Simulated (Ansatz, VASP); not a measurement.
# Sb2Au in VASP and in Ansatz

```
Sb Au
1.0
     0.00000    3.36197    3.36197
     3.36197    0.00000    3.36197
     3.36197    3.36197    0.00000
Sb Au
2 1
Direct
  0.25000 0.25000 0.25000
  0.75000 0.75000 0.75000
  0.00000 0.00000 0.00000
```

Alike in both runs: functional LDA; k mesh 12 × 12 × 12; occupations fermi-dirac, width 0.15 eV; no spin polarisation.

Ansatz relaxed the structure, and its values are those at the end. VASP's run is a single point on that final structure, the one shown.

|  | VASP | Ansatz |
| --- | --- | --- |
| version | VASP 6.6.1 | Ansatz 0.2.0 |
| potentials or method | VASP PAW LDA potentials, release 64 (Sb, Au), cutoff 520 eV | scalar-relativistic, plane waves, PAW |
| valence electrons in the cell | 21 | 49 |

VASP gave:

- gap on the k mesh at the Fermi level (eV): none
- pressure (GPa): 0.2

Question: What did Ansatz give for the same quantities?

Answer: gap on the k mesh at the Fermi level (eV): none; pressure (GPa): 0.0.

LDA's correlation is that of Perdew and Zunger in VASP and of Perdew and Wang (1992) in Ansatz. A gap of «none» marks a metal or a gap that the smearing closes. VASP's potentials hold 21 valence electrons a cell and Ansatz's 49, so a difference there can come from the potentials and not from the codes.

Neither program's run includes spin-orbit coupling.
